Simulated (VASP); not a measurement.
# Be (a cell with a defect) in VASP: a series of runs

The runs below take Be (a cell with a defect) through single point, with PBEsol.

Everything below comes from runs of VASP 6.6.1. Logs are shortened: lines on timing, memory, paths and dates and some standing lists are left out, and cuts for length are marked.

## Step 1: The cell of the first run

The cell holds a defect, 23 atoms: a = 6.106 Å, b = 6.106 Å, c = 6.106 Å, α = 80.41°, β = 70.53°, γ = 60.00°.

## Step 2: Single point, PBEsol

INCAR reads:

```
SYSTEM = Be
PREC = Accurate ; ENCUT = 520
EDIFF = 1E-6 ; ISMEAR = 0
SIGMA = 0.1 ; LREAL = Auto
LASPH = .True. ; NELM = 80
ALGO = Normal ; ISIF = 2
LWAVE = .False. ; LCHARG = .False.
GGA = PS ; NBANDS = 40
```

KPOINTS reads:

```
regular mesh
0
Gamma
  6 6 4
  0 0 0
```

POSCAR reads:

```
Be
1.0
   -4.9856521339      2.4928260670     -2.4928260670
   -2.4928260670     -2.4928260670     -4.9856521339
   -4.9856521339     -2.4928260670      2.4928260670
Be
23
Direct
    0.7951871812      0.6666667825      0.5906677644
    0.4166666555      0.6666666488      0.7499999798
    0.5594336358      0.6666666488      0.3638945220
    0.6663445578      0.6666667825     -0.0174321228
    0.0381460964      0.6666667825      0.9093322956
    0.1669887197      0.6666667825      0.5174322096
    0.2738996752      0.6666666488      0.1361054646
    0.7128973445      0.3263084995      0.8677800584
    0.8322041039      0.3223411148      0.4947488180
    0.9559865735      0.3600592163      0.1291663523
    0.4607941158      0.3263084995      0.6322199013
    0.5877594855      0.3244809886      0.2499999933
    0.0752935938      0.3494127989      0.7499999798
    0.1839541700      0.3600592163      0.3708336343
    0.3454547410      0.3223411148      0.0052511686
    0.7580397171     -0.0160794746      0.7499999799
    0.8773467106     -0.0267258919      0.3708336343
    0.3725391952      0.0070248249      0.8677800584
    0.4878785699      0.0109922096      0.4947488180
    0.6493791410     -0.0267258919      0.1291663523
    0.1204359665      0.0070248249      0.6322199013
    0.2455738254      0.0088523358      0.2499999933
    0.0011292070      0.0109922096      0.0052511686
```

Potentials or basis: VASP PAW PBE potentials, release 64 (Be).

Started as:

```sh
> cat potpaw_PBE.64/Be/POTCAR > POTCAR
> mpirun -np 1 vasp_std > vasp.out
```

OUTCAR:

```text
SYSTEM = Be
   PREC = Accurate
   ENCUT = 520
   EDIFF = 1E-6
   ISMEAR = 0
   LREAL = Auto
   LASPH = .True.
   NELM = 80
   ISIF = 2
   GGA = PS

 ion  position               nearest neighbor table
   1  0.795  0.667  0.591-  19 2.16   9 2.16   6 2.16   2 2.19  16 2.19  13 2.19   4 2.26  17 2.28
                            14 2.28   3 2.31
   2  0.417  0.667  0.750-  11 2.17   8 2.17  21 2.17  18 2.17   5 2.19   1 2.19   3 2.22   7 2.22

   3  0.559  0.667  0.364-   9 2.16  19 2.16   4 2.20  12 2.22  22 2.22   2 2.22   6 2.26   1 2.31
                            10 2.34  20 2.34
   4  0.666  0.667  0.983-  20 2.15  10 2.15  18 2.16   8 2.16   5 2.16   3 2.20   1 2.26   7 2.26
[... 35 lines left out ...]
  22  0.246  0.009  0.250-  14 2.20  10 2.20  21 2.20  18 2.20   3 2.22   7 2.22  20 2.23  17 2.23

  23  0.001  0.011  0.005-  17 2.12  18 2.13   8 2.14  20 2.14  21 2.15   7 2.16   5 2.16  10 2.24

  LATTYP: Found a base centered monoclinic cell.
 ALAT       =     6.1061518816
 B/A-ratio  =     1.7320508076
 C/A-ratio  =     1.0000000000
 COS(beta)  =    -0.3333333333

  Lattice vectors:

 A1 = (   2.4928260669,  -4.9856521340,  -2.4928260669)
 A2 = (   2.4928260670,   2.4928260670,   4.9856521339)
 A3 = (  -4.9856521339,  -2.4928260670,   2.4928260670)

Analysis of symmetry for initial positions (statically):
=====================================================================
 Subroutine PRICEL returns:
 Original cell was already a primitive cell.

 Routine SETGRP: Setting up the symmetry group for a
 base centered monoclinic supercell.

 Subroutine GETGRP returns: Found  4 space group operations
 (whereof  1 operations were pure point group operations)
 out of a pool of  4 trial point group operations.

The static configuration has the point symmetry C_1 .
 The point group associated with its full space group is C_2h.

Analysis of symmetry for dynamics (positions and initial velocities):
=====================================================================
 Subroutine PRICEL returns:
 Original cell was already a primitive cell.

 Routine SETGRP: Setting up the symmetry group for a
 base centered monoclinic supercell.

 Subroutine GETGRP returns: Found  4 space group operations
 (whereof  1 operations were pure point group operations)
 out of a pool of  4 trial point group operations.

The dynamic configuration has the point symmetry C_1 .
 The point group associated with its full space group is C_2h.

 Subroutine INISYM returns: Found  4 space group operations
 (whereof  1 operations are pure point group operations),
 and found     1 'primitive' translations

----------------------------------------------------------------------------------------

                                     Primitive cell

  volume of cell :     185.8905
[... 144 lines left out ...]
   EMIN   =  10.00;   EMAX   =-10.00  energy-range for DOS
   EFERMI =   0.00;   METHOD = LEGACY
   ISMEAR =     0;   SIGMA  =   0.10  broadening in eV -4-tet -1-fermi 0-gaus
   EFERMI_NEDOS =   21; number of points for ismear=-14 and -15
   IALGO  =     38    algorithm
   IMIX   =      4    mixing-type and parameters
     AMIX     =   0.40;   BMIX     =  1.00
     AMIX_MAG =   1.60;   BMIX_MAG =  1.00
  volume/ion in A,a.u.               =       8.08        54.54
  Fermi-wavevector in a.u.,A,eV,Ry     =   1.027799  1.942259 14.372810  1.056372
  Thomas-Fermi vector in A             =   2.161763
   LORBIT       =      0    0 simple, 1 ext, 2 COOP (PROOUT), +10 PAW based schemes
   GGA     = PS    functional components
   LHFCALC =     F    Hartree Fock is set to
   AEXX    =    0.0000 exact exchange contribution
   IVDW    =     0    specifies the selected vdW correction
   LEPSILON=     F    determine dielectric tensor
   LRPA    =     F    only Hartree local field effects (RPA)
 non-spin polarized calculation
 Gauss-broadening in eV      SIGMA  =   0.10
  energy-cutoff  :      520.00
  volume of cell :      185.89
 maximum number of plane-waves:      5027
 NGX is ok and might be reduce to    48
   NGX = 23   NGY = 23   NGZ = 23

 number of electron      46.0000000 magnetization

 Free energy of the ion-electron system (eV)
  ---------------------------------------------------
  ext. energy  EPLUGINS =         0.00000000
  ---------------------------------------------------
  free energy    TOTEN  =       -90.46564620 eV

  energy without entropy =      -90.45351348  energy(sigma->0) =      -90.45957984

 E-fermi :   6.9216     XC(G=0): -10.5250

 val. band max:        6.9198142110   @ k =   0.5000  -0.0000   0.5000
 cond. band min:       6.9697193038   @ k =   0.1667   0.0000   0.0000
 fundamental gap:      0.0499050927
 Fermi energy:         6.9215675346

 k-point     1 :       0.0000    0.0000    0.0000
  band No.  band energies     occupation
      1      -4.4395      2.00000
      2      -1.1261      2.00000
      3      -1.0983      2.00000
      4      -0.5803      2.00000
      5      -0.5246      2.00000
      6      -0.3260      2.00000
[... 901 lines left out ...]
     34      10.3595      0.00000
     35      10.8708      0.00000

 [... further k-points ...]

 [bands above 35 left out]

------------------------ aborting loop because EDIFF is reached ----------------------------------------

  FORCE on cell =-STRESS in cart. coord.  units (eV):
  Direction    XX          YY          ZZ          XY          YZ          ZX
  --------------------------------------------------------------------------------------
  -------------------------------------------------------------------------------------
  Total       -3.8690332     -1.6898823     -1.6898823     -0.2450353     -0.1373284      0.2450353
  in kB      -33.3469303    -14.5649790    -14.5649790     -2.1119426     -1.1836243      2.1119422
  external PRESSURE =     -20.8256295 kB  Pullay stress =       0.0000000 kB

 VOLUME and BASIS-vectors are now :
 -----------------------------------------------------------------------------
  energy-cutoff  :      520.00
  volume of cell :      185.89
      direct lattice vectors                 reciprocal lattice vectors
    -4.985652134  2.492826067 -2.492826067    -0.100287783  0.167146305 -0.033429261
    -2.492826067 -2.492826067 -4.985652134     0.000000000 -0.133717044 -0.133717044
    -4.985652134 -2.492826067  2.492826067    -0.100287783 -0.100287783  0.100287783

 POSITION                                       TOTAL-FORCE (eV/Angst)
 -----------------------------------------------------------------------------------
     -8.57128     -1.15205     -3.83360        -0.004068     -0.000459      0.000459
     -7.47848     -2.49283     -2.49283         0.000000      0.000000     -0.000000
     -6.26528     -1.17444     -3.81121         0.011924      0.008624     -0.008624
     -9.88279     -2.45017     -2.53548         0.005892      0.006876     -0.006876
     -6.38568     -3.83360     -1.15205         0.004068      0.000459     -0.000459
     -5.07417     -2.53548     -2.45017        -0.005892     -0.006876      0.006876
[... 15 lines left out ...]
     -2.49283     -0.03310     -0.03310         0.000000      0.001173      0.001173
     -0.05921     -0.03768     -0.04453         0.001325     -0.005687      0.001989
 -----------------------------------------------------------------------------------
    total drift:                               -0.000001     -0.000010     -0.000017

  FREE ENERGIE OF THE ION-ELECTRON SYSTEM (eV)
  ---------------------------------------------------
  free  energy   TOTEN  =       -90.4656462008 eV

  energy  without entropy=      -90.4535134829  energy(sigma->0) =      -90.45957984
```

OSZICAR:

```text
N       E                     dE             d eps       ncg     rms          rms(c)
DAV:   1     0.473019344364E+02    0.47302E+02   -0.17959E+04  3760   0.986E+02
DAV:   2    -0.844491903951E+02   -0.13175E+03   -0.12057E+03  4880   0.176E+02
DAV:   3    -0.908995614669E+02   -0.64504E+01   -0.62888E+01  4896   0.323E+01
DAV:   4    -0.909881203678E+02   -0.88559E-01   -0.88250E-01  4752   0.436E+00
DAV:   5    -0.909893318683E+02   -0.12115E-02   -0.12110E-02  4832   0.374E-01    0.425E+00
DAV:   6    -0.906029665010E+02    0.38637E+00   -0.16476E-01  4680   0.180E+00    0.252E+00
DAV:   7    -0.904693395191E+02    0.13363E+00   -0.13575E-01  4744   0.156E+00    0.534E-01
DAV:   8    -0.904657965978E+02    0.35429E-02   -0.78432E-03  4680   0.443E-01    0.121E-01
DAV:   9    -0.904656450418E+02    0.15156E-03   -0.67013E-04  4832   0.105E-01    0.218E-02
DAV:  10    -0.904656467255E+02   -0.16837E-05   -0.46222E-05  4592   0.247E-02    0.756E-03
DAV:  11    -0.904656462008E+02    0.52469E-06   -0.29205E-06  4480   0.624E-03
   1 F= -.90465646E+02 E0= -.90459580E+02  d E =-.121327E-01
```

Run time: 13 min. Hardware: 1 thread of Oxide Virtual Turin-like, shared host; peak memory 0.39 GiB.

What came out:

* Free energy: -90.4656 eV
* Pressure: -2.1 GPa
* Largest force: 0.017 eV/Å
* Band gap on the k mesh: zero (band 23 reaches 7.78 eV, above the bottom of band 24 at 5.56 eV)

Forces on the atoms (eV/Å):
```
Be  -0.004  0.000  0.000
Be   0.000  0.000  0.000
Be   0.012  0.009 -0.009
Be   0.006  0.007 -0.007
Be   0.004  0.000  0.000
Be  -0.006 -0.007  0.007
Be  -0.012 -0.009  0.009
Be   0.000 -0.001 -0.004
Be  -0.001  0.006 -0.002
Be  -0.004 -0.002  0.002
Be   0.000 -0.004 -0.001
Be   0.000 -0.001 -0.001
Be   0.000 -0.007 -0.007
Be   0.004  0.002 -0.002
Be   0.001 -0.002  0.006
Be   0.000  0.007  0.007
Be   0.004  0.002 -0.002
Be   0.000  0.004  0.001
Be  -0.001  0.002 -0.006
Be  -0.004 -0.002  0.002
Be   0.000  0.001  0.004
Be   0.000  0.001  0.001
Be   0.001 -0.006  0.002
```

Stress tensor (GPa, compression positive):
```
-3.33 -0.21  0.21
-0.21 -1.46 -0.12
 0.21 -0.12 -1.46
```

Levels at points of the mesh, in eV from the Fermi level:
```tsv
k point	band 20	band 21	band 22	band 23	band 24	band 25	band 26	band 27
(0.00, 0.00, 0.00)	-0.09	-0.01	0.25	0.26	1.37	1.56	1.57	1.59
(0.50, 0.00, 0.00)	-2.54	-2.48	-2.15	-0.32	0.86	1.26	1.55	1.75
(0.00, 0.50, 0.00)	-2.92	-0.16	-0.07	0.29	0.30	0.69	1.20	1.41
(0.00, 0.00, 0.50)	-2.37	-0.28	-0.26	-0.16	-0.10	1.79	1.84	2.01
(0.50, 0.00, 0.50)	-2.19	-1.32	-0.59	-0.05	0.00	0.39	0.56	1.12
(0.00, 0.50, 0.50)	-2.60	-2.29	-2.12	-1.48	-1.36	1.40	1.46	1.77
```

Caveat: the PAW data sets were made with another functional, which shifts forces and pressure a little.

## Step 3: Single point, PBEsol

INCAR reads:

```
PREC = Accurate
ENCUT = 520
EDIFF = 1E-6
ISMEAR = 0
SIGMA = 0.1
LREAL = Auto
LASPH = T
NELM = 60
ALGO = Normal
ISIF = 2
LWAVE = F
LCHARG = T
GGA = PS
LELF = T
LVHAR = T
NBANDS = 40
```

KPOINTS reads:

```
Automatic mesh
0
Gamma
  6 6 4
```

POSCAR reads:

```
Be
1.0
   -4.9856521339      2.4928260670     -2.4928260670
   -2.4928260670     -2.4928260670     -4.9856521339
   -4.9856521339     -2.4928260670      2.4928260670
Be
23
Direct
    0.7951872077      0.6666666667      0.5906677123
    0.4166666667      0.6666666667      0.7500000000
    0.5594337437      0.6666666667      0.3638945019
    0.6663445765      0.6666666667     -0.0174321641
    0.0381461257      0.6666666667      0.9093322877
    0.1669887568      0.6666666667      0.5174321641
    0.2738995896      0.6666666667      0.1361054981
    0.7128973107      0.3263085569      0.8677801413
    0.8322040832      0.3223411275      0.4947488702
    0.9559866069      0.3600592065      0.1291664174
    0.4607941324      0.3263085569      0.6322198587
    0.5877595317      0.3244809365      0.2500000000
    0.0752935385      0.3494129229      0.7500000000
    0.1839541866      0.3600592065      0.3708335826
    0.3454547893      0.3223411275      0.0052511298
    0.7580397948     -0.0160795896      0.7500000000
    0.8773467264     -0.0267258731      0.3708335826
    0.3725392009      0.0070247764      0.8677801413
    0.4878785441      0.0109922058      0.4947488702
    0.6493791467     -0.0267258731      0.1291664174
    0.1204360227      0.0070247764      0.6322198587
    0.2455738016      0.0088523968      0.2500000000
    0.0011292501      0.0109922058      0.0052511298
```

Potentials or basis: VASP PAW PBE potentials, release 64 (Be).

Started as:

```sh
> cat potpaw_PBE.64/Be/POTCAR > POTCAR
> mpirun -np 1 vasp_std > vasp.out
```

Run time: 15 min. Hardware: 1 thread of Oxide Virtual Turin-like, shared host; peak memory 0.39 GiB.

It converged, with:

- Free energy: -90.4656 eV
- Pressure: -2.1 GPa
- Largest force: 0.017 eV/Å
- Band gap on the k mesh: zero (band 23 reaches 7.78 eV, above the bottom of band 24 at 5.56 eV)

Forces on the atoms (eV/Å):
```
Be  -0.004  0.000  0.000
Be   0.000  0.000  0.000
Be   0.012  0.009 -0.009
Be   0.006  0.007 -0.007
Be   0.004  0.000  0.000
Be  -0.006 -0.007  0.007
Be  -0.012 -0.009  0.009
Be   0.000 -0.001 -0.004
Be  -0.001  0.006 -0.002
Be  -0.004 -0.002  0.002
Be   0.000 -0.004 -0.001
Be   0.000 -0.001 -0.001
Be   0.000 -0.007 -0.007
Be   0.004  0.002 -0.002
Be   0.001 -0.002  0.006
Be   0.000  0.007  0.007
Be   0.004  0.002 -0.002
Be   0.000  0.004  0.001
Be  -0.001  0.002 -0.006
Be  -0.004 -0.002  0.002
Be   0.000  0.001  0.004
Be   0.000  0.001  0.001
Be   0.001 -0.006  0.002
```

Stress tensor (GPa, compression positive):
```
-3.33 -0.21  0.21
-0.21 -1.46 -0.12
 0.21 -0.12 -1.46
```

Levels at points of the mesh, in eV from the Fermi level:
```
           k point  band 19  band 20  band 21  band 22  band 23  band 24  band 25  band 26  band 27  band 28
(0.00, 0.00, 0.00)    -2.51    -0.09    -0.01     0.25     0.26     1.37     1.56     1.57     1.59     1.61
(0.50, 0.00, 0.00)    -3.34    -2.54    -2.48    -2.15    -0.32     0.86     1.26     1.55     1.75     2.15
(0.00, 0.50, 0.00)    -2.94    -2.92    -0.16    -0.07     0.29     0.30     0.69     1.20     1.41     1.42
(0.00, 0.00, 0.50)    -3.28    -2.37    -0.28    -0.26    -0.16    -0.10     1.79     1.84     2.01     2.10
(0.50, 0.00, 0.50)    -2.50    -2.19    -1.32    -0.59    -0.05     0.00     0.39     0.56     1.12     1.25
(0.00, 0.50, 0.50)    -2.89    -2.60    -2.29    -2.12    -1.48    -1.36     1.40     1.46     1.77     1.91
```

Caveat: the PAW data sets were made with another functional, which shifts forces and pressure a little.
